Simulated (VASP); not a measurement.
# ZrCrC5 (P4/mmm) in VASP: relaxation of cell and atoms with PBE

Aim: the relaxation of cell and atoms of ZrCrC5 with PBE.

Everything below comes from runs of VASP 6.6.1. Logs are shortened: lines on timing, memory, paths and dates and some standing lists are left out, and cuts for length are marked.

### 1 The cell of the first run

The structure is tetragonal, space group P4/mmm (No. 123). Conventional cell: a = 4.938 Å, b = 4.938 Å, c = 3.753 Å, α = 90.00°, β = 90.00°, γ = 90.00°. Zr (site symmetry 4/mmm) has 10 C at 1.88 to 2.36 Å within 2.5 Å. Cr (site symmetry 4/mmm) has 24 C at 3.27 to 3.96 Å and 4 Zr at 3.49 Å and 2 Cr at 3.75 Å within 4.3 Å. Within 1.9 Å of C (site symmetry m2m) lie 1 C at 1.43 Å. Within 1.9 Å of C (site symmetry 4/mmm) lie 4 C at 1.43 Å and 2 Zr at 1.88 Å.

The cell was generated, and may not be a known phase.

### 2 Relaxation of cell and atoms, PBE, collinear spin, ferromagnetic start

Input file INCAR:

```
PREC = Accurate
ENCUT = 600
EDIFF = 1E-7
ISMEAR = 0
SIGMA = 0.2
LREAL = False
LASPH = True
NELM = 200
ALGO = Normal
ISIF = 3
LWAVE = False
LCHARG = False
ISPIN = 2
MAGMOM = 0 3 0 0 0 0 0
LORBIT = 11
LMAXMIX = 4
GGA = PE
IBRION = 2
NSW = 36
EDIFFG = -0.08
GGA_COMPAT = False
NELMIN = 4
```

Input file KPOINTS:

```
Automatic mesh
0
Gamma
  3 3 4
```

Input file POSCAR:

```
ZrCrC5
1.0
    4.9381867500      0.0000000000      0.0000000000
    0.0000000000      4.9381867500      0.0000000000
    0.0000000000      0.0000000000      3.7534055300
Zr Cr C
1 1 5
Direct
    0.0000000000      0.0000000000      0.0000000000
    0.5000000000      0.5000000000      0.0000000000
    0.7112391300      0.0000000000      0.5000000000
    0.2887608700      0.0000000000      0.5000000000
    0.0000000000      0.2887608700      0.5000000000
    0.0000000000      0.7112391300      0.5000000000
    0.0000000000      0.0000000000      0.5000000000
```

Potentials or basis: VASP PAW PBE potentials, release 64 (Zr_sv, Cr_pv, C).

Started as:

```bash
cat potpaw_PBE.64/Zr_sv/POTCAR potpaw_PBE.64/Cr_pv/POTCAR potpaw_PBE.64/C/POTCAR > POTCAR
mpirun -np 1 vasp_std > vasp.out
```

OUTCAR:

```text
PREC = Accurate
   ENCUT = 600
   EDIFF = 1E-7
   ISMEAR = 0
   LREAL = False
   LASPH = True
   NELM = 200
   ISIF = 3
   ISPIN = 2
   LORBIT = 11
   GGA = PE
   IBRION = 2
   NSW = 36
   EDIFFG = -0.08
   NELMIN = 4

 ion  position               nearest neighbor table
   1  0.000  0.000  0.000-   7 1.88   7 1.88   5 2.36   6 2.36   3 2.36   3 2.36   4 2.36   5 2.36
                             6 2.36   4 2.36   2 3.49   2 3.49   2 3.49   2 3.49
   2  0.500  0.500  0.000-   1 3.49   1 3.49   1 3.49   1 3.49
   3  0.711  0.000  0.500-   7 1.43   6 2.02   5 2.02   1 2.36   1 2.36
   4  0.289  0.000  0.500-   7 1.43   6 2.02   5 2.02   1 2.36   1 2.36
   5  0.000  0.289  0.500-   7 1.43   4 2.02   3 2.02   1 2.36   1 2.36
   6  0.000  0.711  0.500-   7 1.43   4 2.02   3 2.02   1 2.36   1 2.36
   7  0.000  0.000  0.500-   3 1.43   4 1.43   5 1.43   6 1.43   1 1.88   1 1.88

  LATTYP: Found a simple tetragonal cell.
 ALAT       =     4.9381867500
 C/A-ratio  =     0.7600776803

  Lattice vectors:

 A1 = (   4.9381867500,   0.0000000000,   0.0000000000)
 A2 = (   0.0000000000,   4.9381867500,   0.0000000000)
 A3 = (   0.0000000000,   0.0000000000,   3.7534055300)

Analysis of symmetry for initial positions (statically):
=====================================================================
 Subroutine PRICEL returns:
 Original cell was already a primitive cell.

 Routine SETGRP: Setting up the symmetry group for a
 simple tetragonal supercell.

 Subroutine GETGRP returns: Found 16 space group operations
 (whereof 16 operations were pure point group operations)
 out of a pool of 16 trial point group operations.

The static configuration has the point symmetry D_4h.

Analysis of symmetry for dynamics (positions and initial velocities):
=====================================================================
 Subroutine PRICEL returns:
 Original cell was already a primitive cell.

 Routine SETGRP: Setting up the symmetry group for a
 simple tetragonal supercell.

 Subroutine GETGRP returns: Found 16 space group operations
 (whereof 16 operations were pure point group operations)
 out of a pool of 16 trial point group operations.

The dynamic configuration has the point symmetry D_4h.

Analysis of structural, dynamic, and magnetic symmetry:
=====================================================================
 Subroutine PRICEL returns:
 Original cell was already a primitive cell.

 Routine SETGRP: Setting up the symmetry group for a
 simple tetragonal supercell.

 Subroutine GETGRP returns: Found 16 space group operations
 (whereof 16 operations were pure point group operations)
 out of a pool of 16 trial point group operations.

The overall configuration has the point symmetry D_4h.

 Subroutine INISYM returns: Found 16 space group operations
 (whereof 16 operations are pure point group operations),
 and found     1 'primitive' translations

----------------------------------------------------------------------------------------

                                     Primitive cell

  volume of cell :      91.5294

  direct lattice vectors                    reciprocal lattice vectors
     4.938186750  0.000000000  0.000000000     0.202503480  0.000000000  0.000000000
     0.000000000  4.938186750  0.000000000     0.000000000  0.202503480  0.000000000
     0.000000000  0.000000000  3.753405530     0.000000000  0.000000000  0.266424715

  length of vectors
     4.938186750  4.938186750  3.753405530     0.202503480  0.202503480  0.266424715

  position of ions in fractional coordinates (direct lattice)
     0.000000000  0.000000000  0.000000000
     0.500000000  0.500000000  0.000000000
     0.711239130  0.000000000  0.500000000
     0.288760870  0.000000000  0.500000000
     0.000000000  0.288760870  0.500000000
     0.000000000  0.711239130  0.500000000
     0.000000000  0.000000000  0.500000000

  ion indices of the primitive-cell ions
   primitive index   ion index
                 1           1
                 2           2
                 3           3
                 4           4
                 5           5
                 6           6
                 7           7

----------------------------------------------------------------------------------------

 KPOINTS: Automatic mesh

Automatic generation of k-mesh.
 Grid dimensions read from file:
 generate k-points for:    3    3    4

 Generating k-lattice:

  Cartesian coordinates                     Fractional coordinates (reciprocal lattice)
     0.067501160  0.000000000  0.000000000     0.333333333  0.000000000  0.000000000
     0.000000000  0.067501160  0.000000000     0.000000000  0.333333333  0.000000000
     0.000000000  0.000000000  0.066606179     0.000000000  0.000000000  0.250000000

  Length of vectors
     0.067501160  0.067501160  0.066606179

  Shift w.r.t. Gamma in fractional coordinates (k-lattice)
     0.000000000  0.000000000  0.000000000

 Subroutine IBZKPT returns following result:
 ===========================================

 Found      9 irreducible k-points:

 Following reciprocal coordinates:
            Coordinates               Weight
  0.000000  0.000000  0.000000      1.000000
  0.333333  0.000000  0.000000      4.000000
  0.333333  0.333333  0.000000      4.000000
  0.000000  0.000000  0.250000      2.000000
  0.333333  0.000000  0.250000      8.000000
  0.333333  0.333333  0.250000      8.000000
  0.000000  0.000000  0.500000      1.000000
  0.333333  0.000000  0.500000      4.000000
  0.333333  0.333333  0.500000      4.000000
   k-points           NKPTS =      9   k-points in BZ     NKDIM =      9   number of bands    NBANDS=     28
   number of dos      NEDOS =    301   number of ions     NIONS =      7
   total plane-waves  NPLWV =  48000
   dimension x,y,z NGX =    40 NGY =   40 NGZ =   30
   dimension x,y,z NGXF=    80 NGYF=   80 NGZF=   60
   ions per type =               1   1   5
   NGX,Y,Z   is equivalent  to a cutoff of  13.47, 13.47, 13.29 a.u.
   NGXF,Y,Z  is equivalent  to a cutoff of  26.93, 26.93, 26.58 a.u.
 SYSTEM =  unknown system
   PREC   = accura    normal or accurate (medium, high low for compatibility)
   ISTART =      0    job   : 0-new  1-cont  2-samecut
   ICHARG =      2    charge: 1-file 2-atom 10-const
   ISPIN  =      2    spin polarized calculation?
   LNONCOLLINEAR =      F non collinear calculations
   LSORBIT =      F    spin-orbit coupling
   LASPH  =      T    aspherical Exc in radial PAW
   ENCUT  =  600.0 eV  44.10 Ry    6.64 a.u.   9.86  9.86  7.50*2*pi/ulx,y,z
   NELM   =    200;   NELMIN=  4; NELMDL= -5     # of ELM steps
   EDIFF  = 0.1E-06   stopping-criterion for ELM
   LREAL  =      F    real-space projection
   EDIFFG = -.8E-01   stopping-criterion for IOM
   NSW    =     36    number of steps for IOM
   IBRION =      2    ionic relax: 0-MD 1-quasi-New 2-CG
   NFREE  =      1    steps in history (QN), initial steepest desc. (CG)
   ISIF   =      3    stress and relaxation
   ISYM   =      2    0-nonsym 1-usesym 2-fastsym
   POTIM  = 0.5000    time-step for ionic-motion
   TEBEG  =    0.0;   TEEND  =   0.0 temperature during run
   PSTRESS=    0.0 pullay stress
   NELECT =      44.0000    total number of electrons
   NUPDOWN=      -1.0000    fix difference up-down
   EMIN   =  10.00;   EMAX   =-10.00  energy-range for DOS
   EFERMI =   0.00;   METHOD = LEGACY
   ISMEAR =     0;   SIGMA  =   0.20  broadening in eV -4-tet -1-fermi 0-gaus
   EFERMI_NEDOS =   21; number of points for ismear=-14 and -15
   IALGO  =     38    algorithm
   IMIX   =      4    mixing-type and parameters
     AMIX     =   0.40;   BMIX     =  1.00
     AMIX_MAG =   1.60;   BMIX_MAG =  1.00
  volume/ion in A,a.u.               =      13.08        88.24
  Fermi-wavevector in a.u.,A,eV,Ry     =   1.282445  2.423470 22.377042  1.644666
  Thomas-Fermi vector in A             =   2.414756
   LORBIT       =     11    0 simple, 1 ext, 2 COOP (PROOUT), +10 PAW based schemes
   GGA     = PE    functional components
   LHFCALC =     F    Hartree Fock is set to
   AEXX    =    0.0000 exact exchange contribution
   IVDW    =     0    specifies the selected vdW correction
   LEPSILON=     F    determine dielectric tensor
   LRPA    =     F    only Hartree local field effects (RPA)
 conjugate gradient relaxation of ions
 spin polarized calculation
 Gauss-broadening in eV      SIGMA  =   0.20
  energy-cutoff  :      600.00
  volume of cell :       91.53
 maximum number of plane-waves:      3074
 NGX is ok and might be reduce to    40
   NGX = 19   NGY = 19   NGZ = 15

--------------------------------------- Ionic step        1  -------------------------------------------

 number of electron      44.0000011 magnetization       0.0311132

 number of electron      44.0000010 magnetization      -4.4790130

 Free energy of the ion-electron system (eV)
  ---------------------------------------------------
  ext. energy  EPLUGINS =         0.00000000
  ---------------------------------------------------
  free energy    TOTEN  =       -43.74210324 eV

  energy without entropy =      -43.64162971  energy(sigma->0) =      -43.69186647

------------------------ aborting loop because EDIFF is reached ----------------------------------------

  FORCE on cell =-STRESS in cart. coord.  units (eV):
  Direction    XX          YY          ZZ          XY          YZ          ZX
  --------------------------------------------------------------------------------------
  -------------------------------------------------------------------------------------
  Total        7.0281054      7.0281054     29.3006627      0.0000000     -0.0000000      0.0000000
  in kB      123.0235730    123.0235730    512.8938791      0.0000000     -0.0000000      0.0000000
  external PRESSURE =     252.9803417 kB  Pullay stress =       0.0000000 kB
[... 1244 lines left out ...]
  FREE ENERGIE OF THE ION-ELECTRON SYSTEM (eV)
  ---------------------------------------------------
  free  energy   TOTEN  =       -45.5932190157 eV

  energy  without entropy=      -45.4803679673  energy(sigma->0) =      -45.53679349

[... ionic steps 4 to 13 ...]

--------------------------------------- Ionic step       14  -------------------------------------------

 number of electron      43.9999992 magnetization      -4.3152180

------------------------ aborting loop because EDIFF is reached ----------------------------------------
[... 77 lines left out ...]
--------------------------------------- Ionic step       16  -------------------------------------------

 number of electron      43.9999991 magnetization      -4.3210427

 Free energy of the ion-electron system (eV)
  ---------------------------------------------------
  ext. energy  EPLUGINS =         0.00000000
  ---------------------------------------------------
  free energy    TOTEN  =       -51.49138002 eV

  energy without entropy =      -51.41825511  energy(sigma->0) =      -51.45481757

 E-fermi :   6.5410     XC(G=0): -10.7225

 val. band max:        6.5318787956   @ k =   0.3333   0.0000   0.5000
 cond. band min:       6.5433801580   @ k =   0.0000   0.0000   0.2500
 fundamental gap:      0.0115013623
 Fermi energy:         6.5409889729
[... 595 lines left out ...]
  FREE ENERGIE OF THE ION-ELECTRON SYSTEM (eV)
  ---------------------------------------------------
  free  energy   TOTEN  =       -51.4913800189 eV

  energy  without entropy=      -51.4182551137  energy(sigma->0) =      -51.45481757

 reached required accuracy - stopping structural energy minimisation

 total charge

# of ion       s       p       d       tot
------------------------------------------
    1        2.164   5.973   1.754   9.891
    2        0.210   6.054   4.183  10.447
    3        0.905   1.588   0.000   2.493
    4        0.905   1.588   0.000   2.493
    5        0.905   1.588   0.000   2.493
    6        0.905   1.588   0.000   2.493
    7        0.783   1.603   0.000   2.386
--------------------------------------------------
tot          6.778  19.981   5.937  32.696

 magnetization (x)

# of ion       s       p       d       tot
------------------------------------------
    1        0.014  -0.006   0.129   0.137
    2       -0.061  -0.019  -3.883  -3.963
    3       -0.004   0.000   0.000  -0.004
    4       -0.004   0.000   0.000  -0.004
    5       -0.004   0.000   0.000  -0.004
    6       -0.004   0.000   0.000  -0.004
    7        0.001  -0.013   0.000  -0.012
--------------------------------------------------
tot         -0.061  -0.038  -3.753  -3.853
```

Wall time 48 min (1 thread of Oxide Virtual Turin-like, shared host); peak memory 0.25 GiB.

Results:

```
Free energy                                           : -51.4914 eV
Relaxed volume                                        : 12.51 Å³/atom
Relaxed cell                                          : a = 4.521 Å, b = 4.521 Å, c = 4.283 Å, α = 90.00°, β = 90.00°, γ = 90.00°
Space group after relaxing (to 0.1 Å)                 : P4/mmm (No. 123)
Energy gained by relaxing                             : 1107.0 meV/atom
Ionic steps                                           : 16
Pressure after relaxing                               : -0.2 GPa
Largest force after relaxing                          : 0.007 eV/Å
Net moment                                            : -4.32 μB per cell
Site moments                                          : Zr +0.14; Cr -3.96; C -0.00, -0.01 (each value once) μB
Valence electrons inside the program's atomic spheres : Zr 9.89; Cr 10.45; C 2.49, 2.39 (each value once)
```

Forces on the atoms (eV/Å):
```
Zr   0.000  0.000  0.000
Cr   0.000  0.000  0.000
C    0.007  0.000  0.000
C   -0.007  0.000  0.000
C    0.000 -0.007  0.000
C    0.000  0.007  0.000
C    0.000  0.000  0.000
```

Step by step:
```csv
step,energy change (eV),largest force (eV/Å),pressure (GPa),volume (Å³)
1,0.0000,2.7069,25.30,91.53
2,-1.1588,1.6270,-18.73,120.93
3,-1.8511,1.6663,-7.77,107.20
4,-3.5694,4.4347,-12.53,101.44
5,-1.1204,33.5665,46.72,83.89
6,-1.7950,5.1548,-13.96,99.28
7,-7.2039,4.4274,-8.82,91.60
8,-7.3419,3.4527,6.13,87.74
9,-7.5793,1.4784,-3.37,89.72
10,-7.5945,0.5523,-1.58,89.27
11,-6.9161,8.6423,13.14,86.07
12,-7.6295,0.8953,0.61,88.63
13,-7.7457,0.3302,0.11,87.66
14,-7.7483,0.2357,0.15,87.49
15,-7.7443,0.5076,-0.88,87.66
16,-7.7493,0.0069,-0.18,87.54
```

Final structure:
```
Zr Cr C
1.0
     4.52100    0.00000    0.00000
     0.00000    4.52100    0.00000
     0.00000    0.00000    4.28309
Zr Cr C
1 1 5
Direct
  0.00000 0.00000 0.00000
  0.50000 0.50000 0.00000
  0.64297 0.00000 0.50000
  0.35703 0.00000 0.50000
  0.00000 0.35703 0.50000
  0.00000 0.64297 0.50000
  0.00000 0.00000 0.50000
```

Caveat: the k points lie up to 0.46 Å⁻¹ apart in the final cell.
